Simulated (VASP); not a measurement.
Input of a VASP 6.6.1 run:

INCAR

```
PREC = Accurate
ENCUT = 1330
EDIFF = 1E-6
ISMEAR = 0
SIGMA = 0.01
LREAL = False
LASPH = True
NELM = 120
ALGO = Normal
ISIF = 2
LWAVE = False
LCHARG = False
GGA = CA
NBANDS = 26
GGA_COMPAT = False
```

KPOINTS

```
Automatic mesh
0
Gamma
  8 8 5
```

Contents of POSCAR:

```
GaN
1.0
    3.1202298234      0.0000000000      0.0000000000
   -1.5601149117      2.7021982927      0.0000000000
    0.0000000000      0.0000000000      5.1636570212
Ga N
2 2
Direct
    0.3333333333      0.6666666667      0.0016151221
    0.6666666667      0.3333333333      0.5016151221
    0.3333333333      0.6666666667      0.3753848779
    0.6666666667      0.3333333333      0.8753848779
```

Potentials or basis: VASP PAW LDA potentials, release 64 (Ga_d, N_h).

Run with:

```bash
$ cat potpaw_LDA.64/Ga_d/POTCAR potpaw_LDA.64/N_h/POTCAR > POTCAR
$ mpirun -np 1 vasp_std > vasp.out
```

Predict the band gap on the k mesh.

2.18 eV.

Estimate the pressure.

4.3 GPa.

What does it give for the largest force?

0.005 eV/Å.

Forces on the atoms (eV/Å):
```
Ga   0.000  0.000  0.005
Ga   0.000  0.000  0.005
N    0.000  0.000 -0.005
N    0.000  0.000 -0.005
```

Caveat: the cell stands under pressure.
